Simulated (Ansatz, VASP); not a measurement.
## Two plane-wave programs on AlGa3N4

INCAR

```
  PREC = Accurate
  ENCUT = 520
  EDIFF = 1E-6
  ISMEAR = 0
  SIGMA = 0.05
  LREAL = False
  LASPH = True
  NELM = 60
  ALGO = Normal
  ISIF = 2
  LWAVE = False
  LCHARG = False
  GGA = PS
  NBANDS = 41
```

KPOINTS

```
regular mesh
0
Gamma
  6 8 6
```

File POSCAR:

```
AlGa3N4
1.0
    5.2194864674      0.0000000000      0.0001215027
    0.0000000000      3.2124595726      0.0000000000
   -0.0036394751      0.0000000000      5.4784941377
Al Ga N
1 3 4
Direct
    0.0006034227      0.5000000000      0.6673576245
    0.4991167030      0.5000000000      0.3349195796
    0.4990273845      0.0000000000      0.8315570005
    0.9998617813      0.0000000000      0.1661805284
    0.1196687538      0.5000000000      0.3400974154
    0.1176459792      0.0000000000      0.8263760592
    0.6204436392      0.0000000000      0.1662162869
    0.6312323464      0.5000000000      0.6672965055
```

Input for Ansatz:

```yaml
crystal:
  lattice:
    - [5.2194864674, 0.0, 0.0001215027]
    - [0.0, 3.2124595726, 0.0]
    - [-0.0036394751, 0.0, 5.4784941377]
  atoms:
    - { symbol: Al, position: [0.0006034227, 0.5, 0.6673576245] }
    - { symbol: Ga, position: [0.499116703, 0.5, 0.3349195796] }
    - { symbol: Ga, position: [0.4990273845, 0.0, 0.8315570005] }
    - { symbol: Ga, position: [0.9998617813, 0.0, 0.1661805284] }
    - { symbol: "N", position: [0.1196687538, 0.5, 0.3400974154] }
    - { symbol: "N", position: [0.1176459792, 0.0, 0.8263760592] }
    - { symbol: "N", position: [0.6204436392, 0.0, 0.1662162869] }
    - { symbol: "N", position: [0.6312323464, 0.5, 0.6672965055] }
basis:
  ecutwfc: 420
kpoints:
  mp_grid: { grid: [6, 8, 6] }
hamiltonian:
  xc: pbesol
scf:
  occupations: { method: gaussian, width: 0.05 }
output:
  forces: true
  stress: true
  eigenvalues: true
```

Change from the starting cell: strain +0.015 along x and y, +0.000 along z, atoms carried along.

Alike in both runs: task single point; functional PBEsol; k mesh 6 × 8 × 6; occupations gaussian, width 0.05 eV; no spin polarisation.

|  | VASP | Ansatz |
| --- | --- | --- |
| version | VASP 6.6.1 | Ansatz 0.2.0 |
| potentials or method | VASP PAW PBE potentials, release 64 (Al, Ga_d, N), cutoff 520 eV | scalar-relativistic, plane waves, PAW |
| valence electrons in the cell | 62 | 62 |

|  | VASP | Ansatz | Ansatz less VASP |
| --- | --- | --- | --- |
| gap on the k mesh at the Fermi level (eV) | 2.15 | 2.13 | -0.016 |
| least direct gap on the mesh (eV) | 2.15 | 2.13 | -0.016 |
| pressure (GPa) | -5.5 | -5.3 | +0.13 |
| traceless stress, the component that is largest in VASP (GPa) | 3.05 | 3.05 | +0.002 |
| rms of the force components (eV/Å) | 0.077 | 0.077 | +0.0004 |

VASP's potentials were made for PBE, not for PBEsol. Atom by atom the forces differ by 0.003 eV/Å (rms over components).
